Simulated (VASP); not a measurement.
A run of VASP 6.6.1:

Contents of INCAR:

```
SYSTEM = S
PREC = Accurate
ENCUT = 520
EDIFF = 1E-6
ISMEAR = 0
SIGMA = 0.05
LREAL = .FALSE.
LASPH = .TRUE.
NELM = 60
ALGO = Normal
ISIF = 2
LWAVE = .FALSE.
LCHARG = .FALSE.
GGA = PE
NBANDS = 13
```

KPOINTS

```
regular mesh
0
G
  16 16 9
  0 0 0
```

Contents of POSCAR:

```
S
1.0
    3.3447518778      0.0000000000      0.0000000000
   -1.6723759389      2.8966400955      0.0000000000
    0.0000000000      0.0000000000      3.5124706074
S
2
Direct
    0.3333333333      0.6666666667      0.2500000000
    0.6666666667      0.3333333333      0.7500000000
```

Potentials or basis: VASP PAW PBE potentials, release 64 (S).

Command:

```sh
$ cat potpaw_PBE.64/S/POTCAR > POTCAR
$ mpirun -np 1 vasp_std > vasp.out
```

Hardware: 1 thread of Intel(R) Xeon(R) 6975P-C (Granite Rapids), with other jobs on the host.

**Question.** How long does it take, and how much memory?

**Answer.** It took 20 s on 1 thread of Intel(R) Xeon(R) 6975P-C (Granite Rapids), on a shared host, peak memory 0.18 GiB. Counts: scf iterations 11, k points 150.
